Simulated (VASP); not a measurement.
ZnS: single point with PBEsol

ZnS:

```
CELL_PARAMETERS angstrom
1.93702 3.35501 0.00000
-1.93702 3.35501 0.00000
0.00000 0.00000 12.65614
ATOMIC_POSITIONS crystal
Zn 0.00000 0.00000 0.00000
Zn 0.00000 0.00000 0.50000
Zn 0.33333 0.33334 0.25000
Zn 0.66666 0.66667 0.75000
S 0.00000 0.00000 0.18750
S 0.00000 0.00000 0.68750
S 0.33333 0.33334 0.43750
S 0.66666 0.66667 0.93750
```

```
Program             : VASP 6.6.1
Task                : single point
Functional          : PBEsol
Potentials or basis : VASP PAW PBE potentials, release 64 (Zn, S)
Cutoff              : 520 eV
k mesh              : 5 × 5 × 2
Occupations         : tetrahedron
Spin                : no spin polarisation
```

| Quantity | Value |
| --- | --- |
| Pressure | -4.4 GPa |
| Largest force | 0.025 eV/Å |
| Band gap on the k mesh | 1.84 eV, direct |

Forces in eV/Å, atoms in the order of the input:
```
Zn   0.000  0.000  0.004
Zn   0.000  0.000  0.004
Zn   0.000  0.000 -0.005
Zn   0.000  0.000 -0.005
S    0.000  0.000 -0.024
S    0.000  0.000 -0.024
S    0.000  0.000  0.025
S    0.000  0.000  0.025
```

Levels at points of the mesh, in eV from the valence-band top:
```csv
k point,band 32,band 33,band 34,band 35,band 36,band 37,band 38,band 39,band 40,band 41
"(0.00, 0.00, 0.00)",-0.43,-0.43,-0.03,0.00,0.00,1.84,2.99,3.16,3.39,6.27
"(0.00, 0.00, 0.50)",-0.72,-0.14,-0.14,-0.14,-0.14,2.72,2.72,3.11,3.11,6.20
```

Run time: 65 s on 1 thread of Intel(R) Xeon(R) 6975P-C (Granite Rapids), on a shared host, peak memory 0.32 GiB.

Caveat: the PAW data sets were made with another functional, which shifts forces and pressure a little.
